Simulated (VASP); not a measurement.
A run of VASP 6.6.1:

File INCAR:

```
SYSTEM = ZrS2
PREC     = Accurate       ! precision mode
ENCUT    = 500            ! plane-wave cutoff, eV
EDIFF    = 1E-6           ! SCF threshold, eV
ISMEAR   = -1             ! smearing method
SIGMA    = 0.05           ! smearing width, eV
LREAL    = .False.        ! projectors in reciprocal space
LASPH    = .True.         ! aspherical terms in the spheres
NELM     = 120            ! most SCF steps
ALGO     = Normal         ! electronic algorithm
ISIF     = 2              ! what is computed and relaxed
LWAVE    = .False.        ! write WAVECAR
LCHARG   = .False.        ! write CHGCAR
NBANDS   = 19             ! bands
GGA_COMPAT= .False.
```

The input KPOINTS:

```
regular mesh
0
Gamma
  5 5 3
  0 0 0
```

POSCAR

```
ZrS2
1.0
    3.5742413736      0.0000000000      0.0000000000
   -1.7871206868      3.0953838288      0.0000000000
    0.0000000000      0.0000000000      5.4861796152
Zr S
1 2
Direct
    0.0000000000      0.0000000000      0.0000000000
    0.6666666667      0.3333333333      0.7352658506
    0.3333333333      0.6666666667      0.2647341494
```

Potentials or basis: VASP PAW LDA potentials, release 64 (Zr_sv, S).

Run with:

```bash
$ cat potpaw_LDA.64/Zr_sv/POTCAR potpaw_LDA.64/S/POTCAR > POTCAR
$ mpirun -np 1 vasp_std > vasp.out
```

Hardware: 1 thread of Intel(R) Xeon(R) 6975P-C (Granite Rapids), with other jobs on the host.

How long does it take, and how much memory?

Wall time 12 s on 1 thread of Intel(R) Xeon(R) 6975P-C (Granite Rapids) (shared host), peak memory 0.15 GiB. Counts: scf iterations 13, k points 12.
